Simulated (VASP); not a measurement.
Here is a VASP 6.6.1 calculation.

The input INCAR:

```
SYSTEM = CaF2
ALGO     = Normal         ! electronic algorithm
EDIFF    = 1E-6           ! SCF threshold, eV
ENCUT    = 600            ! plane-wave cutoff, eV
GGA      = PE             ! functional
GGA_COMPAT= .False.      
ISIF     = 2              ! what is computed and relaxed
ISMEAR   = -1             ! smearing method
LASPH    = .True.         ! aspherical terms in the spheres
LCHARG   = .False.        ! write CHGCAR
LREAL    = .False.        ! projectors in reciprocal space
LWAVE    = .False.        ! write WAVECAR
NBANDS   = 19             ! bands
NELM     = 120            ! most SCF steps
PREC     = Accurate       ! precision mode
SIGMA    = 0.02           ! smearing width, eV
```

File KPOINTS:

```
k-points
0
Gamma
  8 8 8
  0 0 0
```

File POSCAR:

```
CaF2
1.0
    0.0000000000      2.6380051846      2.6380051846
    2.6380051846      0.0000000000      2.6380051846
    2.6380051846      2.6380051846      0.0000000000
Ca F
1 2
Direct
    0.0000000000      0.0000000000      0.0000000000
    0.2500000000      0.2500000000      0.2500000000
    0.7500000000      0.7500000000      0.7500000000
```

Potentials or basis: VASP PAW PBE potentials, release 64 (Ca_sv, F).

Run with:

```bash
$ cat potpaw_PBE.64/Ca_sv/POTCAR potpaw_PBE.64/F/POTCAR > POTCAR
$ mpirun -np 1 vasp_std > vasp.out
```

(1) Estimate the band gap on the k mesh.

(2) Estimate the pressure.

Results:

(1) 7.92 eV, indirect (least direct gap 8.19 eV).

(2) 14.0 GPa.

Caveat: the cell differs from its parent crystal (strain -3.0%).
